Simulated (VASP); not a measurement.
Crystal: C.

```
CELL_PARAMETERS angstrom
0.00000 1.78012 1.78012
1.78012 0.00000 1.78012
1.78012 1.78012 0.00000
ATOMIC_POSITIONS crystal
C 0.00000 0.00000 0.00000
C 0.25000 0.25000 0.25000
```

Base run:

| Item | Value |
| --- | --- |
| Program | VASP 6.6.1 |
| Functional | r2SCAN |
| Potentials or basis | VASP PAW PBE potentials, release 64 (C) |
| Cutoff | 520 eV |
| k mesh | 12 × 12 × 12 |
| Occupations | fermi-dirac, width 0.02 eV |
| Spin | no spin polarisation |

Its results: band gap on the k mesh 4.36 eV, indirect (least direct gap 5.85 eV); pressure 1.1 GPa.

Problem. The run is repeated on the same cell with these changes: potentials or basis from VASP PAW PBE potentials, release 64 (C) to VASP PAW PBE potentials, release 64 (C_h); cutoff from 520 eV to 910 eV. What comes out?

Solution. Band gap on the k mesh 4.39 eV, indirect (least direct gap 5.89 eV); pressure -0.8 GPa.

Caveats: the PAW data sets were made with another functional, which shifts forces and pressure a little; the cutoff is under 1.25 times the usual one of these potentials, so pressure, stress and relaxed cells hold a basis-set (Pulay) error (some runs).

A k mesh can miss the band edges.
